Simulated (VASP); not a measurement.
A run of VASP 6.6.1:

INCAR

```
SYSTEM = Ti
PREC     = Accurate       ! precision mode
ENCUT    = 520            ! plane-wave cutoff, eV
EDIFF    = 1E-6           ! SCF threshold, eV
ISMEAR   = -1             ! smearing method
SIGMA    = 0.08           ! smearing width, eV
LREAL    = .False.        ! projectors in reciprocal space
LASPH    = .True.         ! aspherical terms in the spheres
NELM     = 80             ! most SCF steps
ALGO     = Normal         ! electronic algorithm
ISIF     = 2              ! what is computed and relaxed
LWAVE    = .False.        ! write WAVECAR
LCHARG   = .True.         ! write CHGCAR
GGA      = PS             ! functional
LELF     = .True.         ! ELF
LVHAR    = .True.       
NBANDS   = 12             ! bands
```

File KPOINTS:

```
regular mesh
0
Gamma
  17 17 17
  0 0 0
```

POSCAR

```
Ti
1.0
   -1.6410000000      1.6410000000      1.6410000000
    1.6410000000     -1.6410000000      1.6410000000
    1.6410000000      1.6410000000     -1.6410000000
Ti
1
Direct
    0.0000000000      0.0000000000      0.0000000000
```

Potentials or basis: VASP PAW PBE potentials, release 64 (Ti_sv).

The run is started by

```bash
$ cat potpaw_PBE.64/Ti_sv/POTCAR > POTCAR
$ mpirun -np 1 vasp_std > vasp.out
```

Hardware: 1 thread of Intel(R) Xeon(R) 6975P-C (Granite Rapids), on a shared host.

Question: How long does it take, and how much memory?

Answer: Wall time 10 s on 1 thread of Intel(R) Xeon(R) 6975P-C (Granite Rapids), on a shared host, peak memory 0.16 GiB. Counts: scf iterations 12, k points 165.
